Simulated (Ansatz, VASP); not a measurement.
AlN: VASP beside Ansatz

Contents of INCAR:

```
  PREC = Accurate
  ENCUT = 600
  EDIFF = 1E-6
  ISMEAR = 0
  SIGMA = 0.02
  LREAL = F
  LASPH = T
  NELM = 120
  ALGO = Normal
  ISIF = 2
  LWAVE = F
  LCHARG = T
  GGA = PE
  LELF = T
  LVHAR = T
  NBANDS = 11
  GGA_COMPAT = F
```

The input KPOINTS:

```
Automatic mesh
0
Gamma
  10 10 10
```

Contents of POSCAR:

```
AlN
1.0
    0.0000000000      2.0974659869      2.0974659869
    2.0974659869      0.0000000000      2.0974659869
    2.0974659869      2.0974659869      0.0000000000
Al N
1 1
Direct
    0.5000000000      0.5000000000      0.5000000000
    0.0000000000      0.0000000000      0.0000000000
```

Input for Ansatz:

```yaml
crystal:
  lattice:
    - [0.0, 2.0974659869, 2.0974659869]
    - [2.0974659869, 0.0, 2.0974659869]
    - [2.0974659869, 2.0974659869, 0.0]
  atoms:
    - { symbol: Al, position: [0.5, 0.5, 0.5] }
    - { symbol: "N", position: [0.0, 0.0, 0.0] }
basis:
  ecutwfc: 420
kpoints:
  mp_grid: { grid: [10, 10, 10] }
hamiltonian:
  xc: pbe
scf:
  occupations: { method: gaussian, width: 0.02 }
output:
  forces: true
  stress: true
  eigenvalues: true
```

Alike in both runs: task single point; functional PBE; k mesh 10 × 10 × 10; occupations gaussian, width 0.02 eV; no spin polarisation.

```csv
,VASP,Ansatz
version,VASP 6.6.1,Ansatz 0.2.0
potentials or method,"VASP PAW PBE potentials, release 64 (Al, N), cutoff 600 eV","scalar-relativistic, plane waves, PAW"
valence electrons in the cell,8,8
```

|  | VASP | Ansatz | Ansatz less VASP |
| --- | --- | --- | --- |
| gap on the k mesh at the Fermi level (eV) | 3.59 | 3.61 | +0.019 |
| least direct gap on the mesh (eV) | 4.17 | 4.17 | -0.006 |
| pressure (GPa) | -19.3 | -18.9 | +0.36 |
